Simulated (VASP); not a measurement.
# Sb (R-3m) in VASP: a series of runs

The runs below take Sb through single point, with PBE.

Everything below comes from runs of VASP 6.6.1. Logs are shortened: lines on timing, memory, paths and dates and some standing lists are left out, and cuts for length are marked.

## Step 1: The cell of the first run

Symmetry: R-3m, No. 166, trigonal system. Conventional cell: a = 4.172 Å, b = 4.172 Å, c = 10.895 Å, α = 90.00°, β = 90.00°, γ = 120.00°. Within 3.7 Å of Sb (site symmetry 3m) lie 6 Sb at 2.82 to 3.24 Å.

## Step 2: Single point, PBE (strain -0.030 along x and y, -0.030 along z)

Contents of INCAR:

```
ALGO = Normal
EDIFF = 1E-6
ENCUT = 520
GGA = PE
ISIF = 2
ISMEAR = 0
LASPH = True
LCHARG = False
LREAL = False
LWAVE = False
NBANDS = 12
NELM = 80
PREC = Accurate
SIGMA = 0.15
```

Contents of KPOINTS:

```
k-points
0
Gamma
  12 12 12
```

Contents of POSCAR:

```
Sb
1.0
    2.0860823220      1.2044001902      3.6316800000
   -2.0860823220      1.2044001902      3.6316800000
    0.0000000000     -2.4088003803      3.6316800000
Sb
2
Direct
    0.2336400000      0.2336400000      0.2336400000
    0.7663600000      0.7663600000      0.7663600000
```

Potentials or basis: VASP PAW PBE potentials, release 64 (Sb).

On the command line:

```console
$ cat potpaw_PBE.64/Sb/POTCAR > POTCAR
$ mpirun -np 1 vasp_std > vasp.out
```

OUTCAR:

```text
EDIFF = 1E-6
   ENCUT = 520
   GGA = PE
   ISIF = 2
   ISMEAR = 0
   LASPH = True
   LREAL = False
   NELM = 80
   PREC = Accurate

 ion  position               nearest neighbor table
   1  0.234  0.234  0.234-   2 2.82   2 2.82   2 2.82   2 3.24   2 3.24   2 3.24
   2  0.766  0.766  0.766-   1 2.82   1 2.82   1 2.82   1 3.24   1 3.24   1 3.24

  LATTYP: Found a trigonal (rhomboedric) cell.
 ALAT       =     4.3579145121
 COS(alpha) =     0.5417151843

  Lattice vectors:

 A1 = (   2.0860823220,   1.2044001902,   3.6316800000)
 A2 = (  -2.0860823220,   1.2044001902,   3.6316800000)
 A3 = (   0.0000000000,  -2.4088003803,   3.6316800000)

Analysis of symmetry for initial positions (statically):
=====================================================================
 Subroutine PRICEL returns:
 Original cell was already a primitive cell.

 Routine SETGRP: Setting up the symmetry group for a
 trigonal (rhombohedral) supercell.

 Subroutine GETGRP returns: Found 12 space group operations
 (whereof 12 operations were pure point group operations)
 out of a pool of 12 trial point group operations.

The static configuration has the point symmetry D_3d.

Analysis of symmetry for dynamics (positions and initial velocities):
=====================================================================
 Subroutine PRICEL returns:
 Original cell was already a primitive cell.

 Routine SETGRP: Setting up the symmetry group for a
 trigonal (rhombohedral) supercell.

 Subroutine GETGRP returns: Found 12 space group operations
 (whereof 12 operations were pure point group operations)
 out of a pool of 12 trial point group operations.

The dynamic configuration has the point symmetry D_3d.

 Subroutine INISYM returns: Found 12 space group operations
 (whereof 12 operations are pure point group operations),
 and found     1 'primitive' translations

----------------------------------------------------------------------------------------

                                     Primitive cell

  volume of cell :      54.7471

  direct lattice vectors                    reciprocal lattice vectors
     2.086082322  1.204400190  3.631680000     0.239683734  0.138381468  0.091784886
    -2.086082322  1.204400190  3.631680000    -0.239683734  0.138381468  0.091784886
     0.000000000 -2.408800380  3.631680000     0.000000000 -0.276762936  0.091784886

  length of vectors
     4.357914512  4.357914512  4.357914512     0.291585645  0.291585645  0.291585645

  position of ions in fractional coordinates (direct lattice)
     0.233640000  0.233640000  0.233640000
[... 88 lines left out ...]
   PSTRESS=    0.0 pullay stress
   NELECT =      10.0000    total number of electrons
   NUPDOWN=      -1.0000    fix difference up-down
   EMIN   =  10.00;   EMAX   =-10.00  energy-range for DOS
   EFERMI =   0.00;   METHOD = LEGACY
   ISMEAR =     0;   SIGMA  =   0.15  broadening in eV -4-tet -1-fermi 0-gaus
   EFERMI_NEDOS =   21; number of points for ismear=-14 and -15
   IALGO  =     38    algorithm
   IMIX   =      4    mixing-type and parameters
     AMIX     =   0.40;   BMIX     =  1.00
     AMIX_MAG =   1.60;   BMIX_MAG =  1.00
  volume/ion in A,a.u.               =      27.37       184.73
  Fermi-wavevector in a.u.,A,eV,Ry     =   0.928869  1.755308 11.739074  0.862798
  Thomas-Fermi vector in A             =   2.055091
   LORBIT       =      0    0 simple, 1 ext, 2 COOP (PROOUT), +10 PAW based schemes
   GGA     = PE    functional components
   LHFCALC =     F    Hartree Fock is set to
   AEXX    =    0.0000 exact exchange contribution
   IVDW    =     0    specifies the selected vdW correction
   LEPSILON=     F    determine dielectric tensor
   LRPA    =     F    only Hartree local field effects (RPA)
 non-spin polarized calculation
 Gauss-broadening in eV      SIGMA  =   0.15
  energy-cutoff  :      520.00
  volume of cell :       54.75
 maximum number of plane-waves:      1493
   NGX = 17   NGY = 17   NGZ = 17

 number of electron      10.0000001 magnetization

 Free energy of the ion-electron system (eV)
  ---------------------------------------------------
  ext. energy  EPLUGINS =         0.00000000
  ---------------------------------------------------
  free energy    TOTEN  =        -8.03078311 eV

  energy without entropy =       -8.02802091  energy(sigma->0) =       -8.02940201

 E-fermi :   8.6205     XC(G=0):  -9.9589

 val. band max:        8.5997810647   @ k =   0.3333   0.2500   0.2500
 cond. band min:       8.6470351747   @ k =  -0.4167   0.5000   0.4167
 fundamental gap:      0.0472541100
 Fermi energy:         8.6205057241

 k-point     1 :       0.0000    0.0000    0.0000
  band No.  band energies     occupation
      1      -4.9584      2.00000
      2       4.3638      2.00000
      3       6.2743      2.00000
      4       6.5837      2.00000
      5       6.5837      2.00000
      6      10.6895      0.00000
      7      11.4384      0.00000
      8      11.4384      0.00000
      9      13.5808      0.00000
     10      13.5808      0.00000
     11      13.8317      0.00000
     12      14.8951      0.00000
[... 331 lines left out ...]
 k-point    24 :      -0.4167    0.1667    0.0000
  band No.  band energies     occupation
      1      -2.1338      2.00000
      2      -1.3188      2.00000
      3       4.4071      2.00000
      4       6.0624      2.00000
      5       6.7093      2.00000
      6       9.5293      0.00000
      7      10.0568      0.00000
      8      11.9542      0.00000
      9      15.1858      0.00000
     10      15.7669      0.00000
     11      16.3348      0.00000
     12      18.8487      0.00000

 [... further k-points ...]

------------------------ aborting loop because EDIFF is reached ----------------------------------------

  FORCE on cell =-STRESS in cart. coord.  units (eV):
  Direction    XX          YY          ZZ          XY          YZ          ZX
  --------------------------------------------------------------------------------------
  -------------------------------------------------------------------------------------
  Total        3.7737334      3.7737334      3.1372780     -0.0000000      0.0000000      0.0000000
  in kB      110.4385555    110.4385555     91.8126471     -0.0000000      0.0000000      0.0000000
  external PRESSURE =     104.2299194 kB  Pullay stress =       0.0000000 kB

 VOLUME and BASIS-vectors are now :
 -----------------------------------------------------------------------------
  energy-cutoff  :      520.00
  volume of cell :       54.75
      direct lattice vectors                 reciprocal lattice vectors
     2.086082322  1.204400190  3.631680000     0.239683734  0.138381468  0.091784886
    -2.086082322  1.204400190  3.631680000    -0.239683734  0.138381468  0.091784886
     0.000000000 -2.408800380  3.631680000     0.000000000 -0.276762936  0.091784886

 POSITION                                       TOTAL-FORCE (eV/Angst)
 -----------------------------------------------------------------------------------
      0.00000      0.00000      2.54552         0.000000      0.000000      0.838260
      0.00000      0.00000      8.34952         0.000000     -0.000000     -0.838260
 -----------------------------------------------------------------------------------
    total drift:                                0.000000      0.000000     -0.000000

  FREE ENERGIE OF THE ION-ELECTRON SYSTEM (eV)
  ---------------------------------------------------
  free  energy   TOTEN  =        -8.0307831103 eV

  energy  without entropy=       -8.0280209127  energy(sigma->0) =       -8.02940201
```

Run time: 35 s. Hardware: 1 thread of AMD EPYC 9R45 (Zen 5), shared host; peak memory 0.22 GiB.

Results:

```yaml
Free_energy: -8.0308 eV
Pressure: 10.4 GPa
Largest_force: 0.838 eV/Å
Band_gap_on_the_k_mesh: zero (bands 5 and 6 overlap by 0.45 eV)
```

Forces on the atoms (eV/Å):
```
Sb   0.000  0.000  0.838
Sb   0.000  0.000 -0.838
```

Caveat: the cell differs from its parent crystal (strain -0.030 along x and y, -0.030 along z); the cell stands under pressure; spin-orbit coupling is left out, which moves the levels of the heavy elements.

## Step 3: Single point, PBE (strain -0.030 along x and y, -0.015 along z)

Contents of INCAR:

```
ALGO     = Normal         # electronic algorithm
EDIFF    = 1E-7           # SCF threshold, eV
ENCUT    = 520            # plane-wave cutoff, eV
GGA      = PE             # functional
ISIF     = 2              # what is computed and relaxed
ISMEAR   = 0              # smearing method
LASPH    = T              # aspherical terms in the spheres
LCHARG   = F              # write CHGCAR
LREAL    = F              # projectors in reciprocal space
LWAVE    = F              # write WAVECAR
NBANDS   = 12             # bands
NELM     = 100            # most SCF steps
PREC     = Accurate       # precision mode
SIGMA    = 0.15           # smearing width, eV
```

KPOINTS is that of step 2.

Contents of POSCAR:

```
Sb
1.0
    2.0860823220      1.2044001902      3.6878400000
   -2.0860823220      1.2044001902      3.6878400000
    0.0000000000     -2.4088003803      3.6878400000
Sb
2
Direct
    0.2336400000      0.2336400000      0.2336400000
    0.7663600000      0.7663600000      0.7663600000
```

Potentials or basis: VASP PAW PBE potentials, release 64 (Sb).

On the command line:

```console
$ cat potpaw_PBE.64/Sb/POTCAR > POTCAR
$ mpirun -np 1 vasp_std > vasp.out
```

OUTCAR:

```text
EDIFF = 1E-7
   ENCUT = 520
   GGA = PE
   ISIF = 2
   ISMEAR = 0
   LASPH = T
   LREAL = F
   NELM = 100
   PREC = Accurate

 ion  position               nearest neighbor table
   1  0.234  0.234  0.234-   2 2.83   2 2.83   2 2.83   2 3.27   2 3.27   2 3.27
   2  0.766  0.766  0.766-   1 2.83   1 2.83   1 2.83   1 3.27   1 3.27   1 3.27

  LATTYP: Found a trigonal (rhomboedric) cell.
 ALAT       =     4.4048249838
 COS(alpha) =     0.5514244828

  Lattice vectors:

[... 545 lines left out ...]

 [... further k-points ...]

------------------------ aborting loop because EDIFF is reached ----------------------------------------

  FORCE on cell =-STRESS in cart. coord.  units (eV):
  Direction    XX          YY          ZZ          XY          YZ          ZX
  --------------------------------------------------------------------------------------
  -------------------------------------------------------------------------------------
  Total        3.4092368      3.4092368      2.6946820      0.0000000      0.0000000      0.0000000
  in kB       98.2521745     98.2521745     77.6591292      0.0000000      0.0000000      0.0000000
  external PRESSURE =      91.3878261 kB  Pullay stress =       0.0000000 kB

 VOLUME and BASIS-vectors are now :
 -----------------------------------------------------------------------------
  energy-cutoff  :      520.00
  volume of cell :       55.59
      direct lattice vectors                 reciprocal lattice vectors
     2.086082322  1.204400190  3.687840000     0.239683734  0.138381468  0.090387146
    -2.086082322  1.204400190  3.687840000    -0.239683734  0.138381468  0.090387146
     0.000000000 -2.408800380  3.687840000     0.000000000 -0.276762936  0.090387146

 POSITION                                       TOTAL-FORCE (eV/Angst)
 -----------------------------------------------------------------------------------
      0.00000      0.00000      2.58488         0.000000      0.000000      0.741958
      0.00000      0.00000      8.47864         0.000000     -0.000000     -0.741958
 -----------------------------------------------------------------------------------
    total drift:                                0.000000     -0.000000      0.000000

  FREE ENERGIE OF THE ION-ELECTRON SYSTEM (eV)
  ---------------------------------------------------
  free  energy   TOTEN  =        -8.0754821490 eV

  energy  without entropy=       -8.0723154314  energy(sigma->0) =       -8.07389879
```

It took 58 s on 1 thread of AMD EPYC 9R45 (Zen 5), shared host; peak memory 0.24 GiB.

What came out:

| Property | Result |
| --- | --- |
| Free energy | -8.0755 eV |
| Pressure | 9.1 GPa |
| Largest force | 0.742 eV/Å |
| Band gap on the k mesh | zero (bands 5 and 6 overlap by 0.46 eV) |

Forces in eV/Å, atoms in the order of the input:
```
Sb   0.000  0.000  0.742
Sb   0.000  0.000 -0.742
```

Caveat: the cell differs from its parent crystal (strain -0.030 along x and y, -0.015 along z); the cell stands under pressure; spin-orbit coupling is left out, which moves the levels of the heavy elements.

The gap in the log of VASP goes by the Fermi energy; the results here count the filled bands.